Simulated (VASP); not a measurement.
## In3Se: single point with r2SCAN

Crystal: In3Se.

```
In Se
1.0
     4.80376    0.00000    0.00000
     0.00000    4.80376    0.00000
     0.00000    0.00000    4.80376
In Se
3 1
Direct
  0.50000 0.50000 0.00000
  0.50000 0.00000 0.50000
  0.00000 0.50000 0.50000
  0.00000 0.00000 0.00000
```

```json
{
 "Program": "VASP 6.6.1",
 "Task": "single point",
 "Functional": "r2SCAN",
 "Potentials or basis": "VASP PAW PBE potentials, release 64 (In_d, Se)",
 "Cutoff": "520 eV",
 "k mesh": "3 × 3 × 3",
 "Occupations": "fermi-dirac, width 0.05 eV",
 "Spin": "no spin polarisation"
}
```

```json
{"Pressure": "-1.0 GPa", "Band gap on the k mesh": "zero (an odd number of electrons rules out a gap without spin polarisation)"}
```

Levels at points of the mesh, in eV from the Fermi level:
| k point | band 18 | band 19 | band 20 | band 21 | band 22 | band 23 | band 24 | band 25 | band 26 | band 27 |
| --- | --- | --- | --- | --- | --- | --- | --- | --- | --- | --- |
| (0.00, 0.00, 0.00) | -3.72 | -3.72 | -3.72 | -2.52 | -2.52 | 0.81 | 0.81 | 0.81 | 4.13 | 4.13 |

Run time: 2.1 min on 1 thread of AMD EPYC 7R13 (shared host), peak memory 0.19 GiB.

Caveat: the k points lie up to 0.44 Å⁻¹ apart, too coarse for converged energies and pressures of a metal; the PAW data sets were made with another functional, which shifts forces and pressure a little; spin-orbit coupling is left out, which moves the levels of the heavy elements.
